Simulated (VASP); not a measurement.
# TiO2 (I4_1/amd) in VASP: single point with PBEsol

Aim: the single point of TiO2 with PBEsol.

Everything below comes from runs of VASP 6.6.1. Logs are shortened: lines on timing, memory, paths and dates and some standing lists are left out, and cuts for length are marked.

**1. The cell of the first run**

It takes space group I4_1/amd (No. 141, tetragonal). Conventional cell: a = 3.770 Å, b = 3.770 Å, c = 9.551 Å, α = 90.00°, β = 90.00°, γ = 90.00°. Within 2.6 Å of Ti (site symmetry -4m2) lie 6 O at 1.93 to 1.98 Å. Within 2.6 Å of O (site symmetry 2mm) lie 3 Ti at 1.93 to 1.98 Å and 2 O at 2.46 Å.

**2. Single point, PBEsol**

INCAR

```
SYSTEM = TiO2
ALGO = Normal
EDIFF = 1E-6
ENCUT = 520
GGA = PS
ISIF = 2
ISMEAR = 1
LASPH = .TRUE.
LCHARG = .TRUE.
LELF = .TRUE.
LREAL = .FALSE.
LVHAR = .TRUE.
LWAVE = .FALSE.
NBANDS = 33
NELM = 100
PREC = Accurate
SIGMA = 0.1
```

KPOINTS

```
k-points
0
G
  10 10 10
  0 0 0
```

POSCAR

```
TiO2
1.0
   -1.8850201264      1.8850201264      4.7755630187
    1.8850201264     -1.8850201264      4.7755630187
    1.8850201264      1.8850201264     -4.7755630187
Ti O
2 4
Direct
    0.0000000000      0.0000000000      0.0000000000
    0.7500000000      0.2500000000      0.5000000000
    0.2075443438      0.2075443438      0.0000000000
    0.9575443438      0.4575443438      0.5000000000
    0.5424556562      0.0424556562      0.5000000000
    0.7924556562      0.7924556562      0.0000000000
```

Potentials or basis: VASP PAW PBE potentials, release 64 (Ti_sv, O).

Started as:

```console
cat potpaw_PBE.64/Ti_sv/POTCAR potpaw_PBE.64/O/POTCAR > POTCAR
mpirun -np 1 vasp_std > vasp.out
```

OUTCAR:

```text
SYSTEM = TiO2
   EDIFF = 1E-6
   ENCUT = 520
   GGA = PS
   ISIF = 2
   ISMEAR = 1
   LASPH = .TRUE.
   LREAL = .FALSE.
   NELM = 100
   PREC = Accurate

 ion  position               nearest neighbor table
   1  0.000  0.000  0.000-   5 1.93   4 1.93   5 1.93   4 1.93   3 1.98   6 1.98
   2  0.750  0.250  0.500-   6 1.93   3 1.93   6 1.93   3 1.93   4 1.98   5 1.98
   3  0.208  0.208  0.000-   2 1.93   2 1.93   1 1.98
   4  0.958  0.458  0.500-   1 1.93   1 1.93   2 1.98
   5  0.542  0.042  0.500-   1 1.93   1 1.93   2 1.98
   6  0.792  0.792  0.000-   2 1.93   2 1.93   1 1.98

  LATTYP: Found a body centered tetragonal cell.
 ALAT       =     3.7700402528
 C/A-ratio  =     2.5334281326

  Lattice vectors:

 A1 = (  -1.8850201264,   1.8850201264,   4.7755630187)
 A2 = (   1.8850201264,  -1.8850201264,   4.7755630187)
 A3 = (   1.8850201264,   1.8850201264,  -4.7755630187)

Analysis of symmetry for initial positions (statically):
=====================================================================
 Subroutine PRICEL returns:
 Original cell was already a primitive cell.

 Routine SETGRP: Setting up the symmetry group for a
 body centered tetragonal supercell.

 Subroutine GETGRP returns: Found 16 space group operations
 (whereof  8 operations were pure point group operations)
 out of a pool of 16 trial point group operations.

The static configuration has the point symmetry D_2d.
 The point group associated with its full space group is D_4h.

Analysis of symmetry for dynamics (positions and initial velocities):
=====================================================================
 Subroutine PRICEL returns:
 Original cell was already a primitive cell.

 Routine SETGRP: Setting up the symmetry group for a
 body centered tetragonal supercell.

 Subroutine GETGRP returns: Found 16 space group operations
 (whereof  8 operations were pure point group operations)
 out of a pool of 16 trial point group operations.

The dynamic configuration has the point symmetry D_2d.
 The point group associated with its full space group is D_4h.

 Subroutine INISYM returns: Found 16 space group operations
 (whereof  8 operations are pure point group operations),
 and found     1 'primitive' translations

----------------------------------------------------------------------------------------

                                     Primitive cell

  volume of cell :      67.8760

  direct lattice vectors                    reciprocal lattice vectors
    -1.885020126  1.885020126  4.775563019     0.000000000  0.265249157  0.104699697
     1.885020126 -1.885020126  4.775563019     0.265249157  0.000000000  0.104699697
     1.885020126  1.885020126 -4.775563019     0.265249157  0.265249157  0.000000000

  length of vectors
     5.469241620  5.469241620  5.469241620     0.285165113  0.285165113  0.375118956

  position of ions in fractional coordinates (direct lattice)
     0.000000000  0.000000000  0.000000000
     0.750000000  0.250000000  0.500000000
     0.207544344  0.207544344  0.000000000
     0.957544344  0.457544344  0.500000000
     0.542455656  0.042455656  0.500000000
     0.792455656  0.792455656  0.000000000

  ion indices of the primitive-cell ions
   primitive index   ion index
                 1           1
                 2           2
                 3           3
                 4           4
                 5           5
                 6           6

----------------------------------------------------------------------------------------

 KPOINTS: k-points

Automatic generation of k-mesh.
 Grid dimensions read from file:
 generate k-points for:   10   10   10

 Generating k-lattice:

  Cartesian coordinates                     Fractional coordinates (reciprocal lattice)
     0.000000000  0.026524916  0.010469970     0.100000000 -0.000000000  0.000000000
     0.026524916  0.000000000  0.010469970    -0.000000000  0.100000000  0.000000000
     0.026524916  0.026524916  0.000000000     0.000000000  0.000000000  0.100000000

  Length of vectors
     0.028516511  0.028516511  0.037511896

  Shift w.r.t. Gamma in fractional coordinates (k-lattice)
     0.000000000  0.000000000  0.000000000

 Subroutine IBZKPT returns following result:
 ===========================================

 Found    102 irreducible k-points:

 Following reciprocal coordinates:
            Coordinates               Weight
  0.000000  0.000000  0.000000      1.000000
  0.100000 -0.000000  0.000000      8.000000
  0.200000 -0.000000  0.000000      8.000000
  0.300000 -0.000000  0.000000      8.000000
  0.400000 -0.000000  0.000000      8.000000
  0.500000 -0.000000  0.000000      4.000000
[... 16 lines left out ...]
  0.300000  0.300000 -0.000000      8.000000
  0.400000  0.300000  0.000000     16.000000
 [... further k-points ...]
   k-points           NKPTS =    102   k-points in BZ     NKDIM =    102   number of bands    NBANDS=     33
   number of dos      NEDOS =    301   number of ions     NIONS =      6
   total plane-waves  NPLWV =  74088
   dimension x,y,z NGX =    42 NGY =   42 NGZ =   42
   dimension x,y,z NGXF=    84 NGYF=   84 NGZF=   84
   ions per type =               2   4
   NGX,Y,Z   is equivalent  to a cutoff of  12.77, 12.77, 12.77 a.u.
   NGXF,Y,Z  is equivalent  to a cutoff of  25.53, 25.53, 25.53 a.u.
 SYSTEM =  TiO2
   PREC   = accura    normal or accurate (medium, high low for compatibility)
   ISTART =      0    job   : 0-new  1-cont  2-samecut
   ICHARG =      2    charge: 1-file 2-atom 10-const
   ISPIN  =      1    spin polarized calculation?
   LNONCOLLINEAR =      F non collinear calculations
   LSORBIT =      F    spin-orbit coupling
   LASPH  =      T    aspherical Exc in radial PAW
   ENCUT  =  520.0 eV  38.22 Ry    6.18 a.u.  10.17 10.17 10.17*2*pi/ulx,y,z
   NELM   =    100;   NELMIN=  2; NELMDL= -5     # of ELM steps
   EDIFF  = 0.1E-05   stopping-criterion for ELM
   LREAL  =      F    real-space projection
   EDIFFG = 0.1E-04   stopping-criterion for IOM
   NSW    =      0    number of steps for IOM
   IBRION =     -1    ionic relax: 0-MD 1-quasi-New 2-CG
   NFREE  =      0    steps in history (QN), initial steepest desc. (CG)
   ISIF   =      2    stress and relaxation
   ISYM   =      2    0-nonsym 1-usesym 2-fastsym
   POTIM  = 0.5000    time-step for ionic-motion
   TEBEG  =    0.0;   TEEND  =   0.0 temperature during run
   PSTRESS=    0.0 pullay stress
   NELECT =      48.0000    total number of electrons
   NUPDOWN=      -1.0000    fix difference up-down
   EMIN   =  10.00;   EMAX   =-10.00  energy-range for DOS
   EFERMI =   0.00;   METHOD = LEGACY
   ISMEAR =     1;   SIGMA  =   0.10  broadening in eV -4-tet -1-fermi 0-gaus
   EFERMI_NEDOS =   21; number of points for ismear=-14 and -15
   IALGO  =     38    algorithm
   IMIX   =      4    mixing-type and parameters
     AMIX     =   0.40;   BMIX     =  1.00
     AMIX_MAG =   1.60;   BMIX_MAG =  1.00
  volume/ion in A,a.u.               =      11.31        76.34
  Fermi-wavevector in a.u.,A,eV,Ry     =   1.458533  2.756229 28.943943  2.127320
  Thomas-Fermi vector in A             =   2.575207
   LORBIT       =      0    0 simple, 1 ext, 2 COOP (PROOUT), +10 PAW based schemes
   GGA     = PS    functional components
   LHFCALC =     F    Hartree Fock is set to
   AEXX    =    0.0000 exact exchange contribution
   IVDW    =     0    specifies the selected vdW correction
   LEPSILON=     F    determine dielectric tensor
   LRPA    =     F    only Hartree local field effects (RPA)
 non-spin polarized calculation
 Methfessel and Paxton  Order N= 1 SIGMA  =   0.10
  energy-cutoff  :      520.00
  volume of cell :       67.88
 maximum number of plane-waves:      1850
 NGX is ok and might be reduce to    42
   NGX = 21   NGY = 21   NGZ = 21

 number of electron      47.9999993 magnetization

 Free energy of the ion-electron system (eV)
  ---------------------------------------------------
  ext. energy  EPLUGINS =         0.00000000
  ---------------------------------------------------
  free energy    TOTEN  =       -56.21720828 eV

  energy without entropy =      -56.21818178  energy(sigma->0) =      -56.21753278

 E-fermi :   3.3351     XC(G=0): -11.0354

 val. band max:        3.3055443822   @ k =  -0.4000   0.4000   0.0000
 cond. band min:       5.4019747686   @ k =   0.0000   0.0000   0.0000
 fundamental gap:      2.0964303864
 Fermi energy:         3.3350788698

 k-point     1 :       0.0000    0.0000    0.0000
  band No.  band energies     occupation
      1     -52.7918      2.00000
      2     -52.7294      2.00000
      3     -29.3841      2.00000
      4     -29.1352      2.00000
      5     -29.1352      2.00000
      6     -29.0621      2.00000
[... 25 lines left out ...]
     32       8.6778      0.00000
     33       8.7396      0.00000

 k-point     2 :       0.1000   -0.0000    0.0000
  band No.  band energies     occupation
      1     -52.7904      2.00000
      2     -52.7303      2.00000
      3     -29.3812      2.00000
      4     -29.1488      2.00000
      5     -29.1362      2.00000
      6     -29.0678      2.00000
[... 25 lines left out ...]
     32       8.7737      0.00000
     33       9.0278      0.00000

 k-point     3 :       0.2000   -0.0000    0.0000
  band No.  band energies     occupation
      1     -52.7866      2.00000
      2     -52.7329      2.00000
      3     -29.3736      2.00000
      4     -29.1831      2.00000
      5     -29.1386      2.00000
      6     -29.0813      2.00000
[... 25 lines left out ...]
     32       9.1206      0.00000
     33       9.4611      0.00000

 k-point     4 :       0.3000   -0.0000    0.0000
  band No.  band energies     occupation
      1     -52.7813      2.00000
      2     -52.7368      2.00000
      3     -29.3646      2.00000
      4     -29.2244      2.00000
      5     -29.1412      2.00000
      6     -29.0940      2.00000
[... 673 lines left out ...]
     32       9.8830      0.00000
     33      10.1026      0.00000

 k-point    23 :       0.3000    0.3000   -0.0000
  band No.  band energies     occupation
      1     -52.7682      2.00000
      2     -52.7466      2.00000
      3     -29.3370      2.00000
      4     -29.2777      2.00000
      5     -29.1834      2.00000
      6     -29.1351      2.00000
[... 25 lines left out ...]
     32       9.8738      0.00000
     33      10.6960      0.00000

 k-point    24 :       0.4000    0.3000    0.0000
  band No.  band energies     occupation
      1     -52.7642      2.00000
      2     -52.7493      2.00000
      3     -29.3403      2.00000
      4     -29.3001      2.00000
      5     -29.1855      2.00000
      6     -29.1520      2.00000
[... 25 lines left out ...]
     32       9.8797      0.00000
     33      10.8046      0.00000

 [... further k-points ...]

------------------------ aborting loop because EDIFF is reached ----------------------------------------

  FORCE on cell =-STRESS in cart. coord.  units (eV):
  Direction    XX          YY          ZZ          XY          YZ          ZX
  --------------------------------------------------------------------------------------
  -------------------------------------------------------------------------------------
  Total        0.2821884      0.2821884      0.3196771      0.0000000      0.0000000      0.0000000
  in kB        6.6609038      6.6609038      7.5458037      0.0000000      0.0000000      0.0000000
  external PRESSURE =       6.9558705 kB  Pullay stress =       0.0000000 kB

 VOLUME and BASIS-vectors are now :
 -----------------------------------------------------------------------------
  energy-cutoff  :      520.00
  volume of cell :       67.88
      direct lattice vectors                 reciprocal lattice vectors
    -1.885020126  1.885020126  4.775563019     0.000000000  0.265249157  0.104699697
     1.885020126 -1.885020126  4.775563019     0.265249157  0.000000000  0.104699697
     1.885020126  1.885020126 -4.775563019     0.265249157  0.265249157  0.000000000

 POSITION                                       TOTAL-FORCE (eV/Angst)
 -----------------------------------------------------------------------------------
      0.00000      0.00000      0.00000        -0.000000     -0.000000     -0.000000
     -0.00000      1.88502      2.38778        -0.000000     -0.000000     -0.000000
      0.00000      0.00000      1.98228         0.000000     -0.000000      0.019072
      0.00000      1.88502      4.37006        -0.000000      0.000000      0.019072
      0.00000      1.88502      0.40550        -0.000000      0.000000     -0.019072
      0.00000      0.00000      7.56884         0.000000     -0.000000     -0.019072
 -----------------------------------------------------------------------------------
    total drift:                               -0.000000     -0.000000      0.000000

  FREE ENERGIE OF THE ION-ELECTRON SYSTEM (eV)
  ---------------------------------------------------
  free  energy   TOTEN  =       -56.2172082760 eV

  energy  without entropy=      -56.2181817757  energy(sigma->0) =      -56.21753278
```

Run time: 6.4 min. Hardware: 1 thread of AMD EPYC 7R13 (Zen 3), shared host; peak memory 0.34 GiB.

Results:

```yaml
Free_energy: -56.2172 eV
Pressure: 0.7 GPa
Largest_force: 0.019 eV/Å
Band_gap_on_the_k_mesh: 2.10 eV (least direct gap 2.42 eV)
```

Forces on the atoms (eV/Å):
```
Ti   0.000  0.000  0.000
Ti   0.000  0.000  0.000
O    0.000  0.000  0.019
O    0.000  0.000  0.019
O    0.000  0.000 -0.019
O    0.000  0.000 -0.019
```

Stress tensor (GPa, compression positive):
```
0.67 0.00 0.00
0.00 0.67 0.00
0.00 0.00 0.75
```

Caveat: the PAW data sets were made with another functional, which shifts forces and pressure a little. Expect the measured gap to be larger: semilocal functionals such as PBEsol lack the derivative discontinuity.
